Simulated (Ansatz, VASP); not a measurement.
**Ru in VASP and in Ansatz**

File INCAR:

```
PREC = Accurate
ENCUT = 520
EDIFF = 1E-6
ISMEAR = -1
SIGMA = 0.05
LREAL = False
LASPH = True
NELM = 80
ALGO = Normal
ISIF = 2
LWAVE = False
LCHARG = False
GGA = PE
NBANDS = 21
```

Contents of KPOINTS:

```
regular mesh
0
Gamma
  13 13 7
```

The input POSCAR:

```
Ru
1.0
    2.7058000000      0.0000000000      0.0000000000
   -1.3529000000      2.3432915400      0.0000000000
    0.0000000000      0.0000000000      4.2819000000
Ru
2
Direct
    0.3119958262      0.6239916524      0.2500000000
    0.6666666667      0.3333333333      0.7500000000
```

Input for Ansatz:

```yaml
crystal:
  lattice:
    - [2.7058, 0.0, 0.0]
    - [-1.3529, 2.34329154, 0.0]
    - [0.0, 0.0, 4.2819]
  atoms:
    - { symbol: Ru, position: [0.3119958261787605, 0.623991652357521, 0.25] }
    - { symbol: Ru, position: [0.6666666666666666, 0.3333333333333333, 0.75] }
basis:
  ecutwfc: 421.77648681281397
kpoints:
  mp_grid:
    grid: [13, 13, 7]
hamiltonian:
  xc: pbe
scf:
  convergence:
    dr2_threshold: 1.0e-09
  occupations:
    method: fermi_dirac
    width: 0.05
output:
  forces: true
```

Alike in both runs: task single point; functional PBE; k mesh 13 × 13 × 7; occupations fermi-dirac, width 0.05 eV; no spin polarisation.

```csv
,VASP,Ansatz
version,VASP 6.6.1,Ansatz 0.2.0
potentials or method,"VASP PAW PBE potentials, release 64 (Ru_pv), cutoff 520 eV","plane waves, PAW"
valence electrons in the cell,28,32
```

|  | VASP | Ansatz | Ansatz less VASP |
| --- | --- | --- | --- |
| rms of the force components (eV/Å) | 0.454 | 0.455 | +0.0005 |

Atom by atom the forces differ by 0.000 eV/Å (rms over components). The functional is the same, so the differences come from potentials, cutoffs and numerics. VASP's potentials hold 28 valence electrons a cell and Ansatz's 32, so a difference there can come from the potentials and not from the codes.
